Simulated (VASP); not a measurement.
The system is AsF.

```xyz
4
Lattice="3.0386 0.0000 0.0000 -1.5193 2.6315 0.0000 0.0000 0.0000 8.6184" Properties=species:S:1:pos:R:3 pbc="T T T"
As    0.0000    1.7543    0.7372
As    1.5193    0.8772    5.0464
F     0.0000    1.7543    2.5559
F     1.5193    0.8772    6.8651
```

```yaml
Program: VASP 6.6.1
Task: relaxation of cell and atoms
Functional: PBE
Potentials_or_basis: VASP PAW PBE potentials, release 64 (As, F)
Cutoff: 600 eV
k_mesh: 18 × 18 × 6
Occupations: gaussian, width 0.1 eV
Spin: no spin polarisation
```

At the start: pressure -0.9 GPa; volume 17.23 Å³/atom.

**Question.** How do energy, volume and symmetry change on relaxing?

**Answer.** Over 7 steps the energy falls by 5.2 meV/atom and the volume is 16.64 Å³/atom (-3.4 %); space group P6_3mc (No. 186, to 0.1 Å) before and after.

Step by step:
```csv
step,energy change (eV),largest force (eV/Å),pressure (GPa),volume (Å³)
1,0.0000,0.1393,-0.91,68.91
2,-0.0111,0.3039,-1.81,67.93
3,-0.0121,0.2080,-1.63,68.16
4,-0.0209,0.0202,-0.11,66.59
5,-0.0209,0.0127,-0.04,66.53
6,-0.0210,0.0125,0.01,66.57
7,-0.0210,0.0043,-0.01,66.56
```

Final structure:
```
As F
1.0
     2.98040    0.00000    0.00000
    -1.49020    2.58110    0.00000
     0.00000    0.00000    8.65227
As F
2 2
Direct
  0.33333 0.66667 0.08529
  0.66667 0.33333 0.58529
  0.33333 0.66667 0.29681
  0.66667 0.33333 0.79681
```
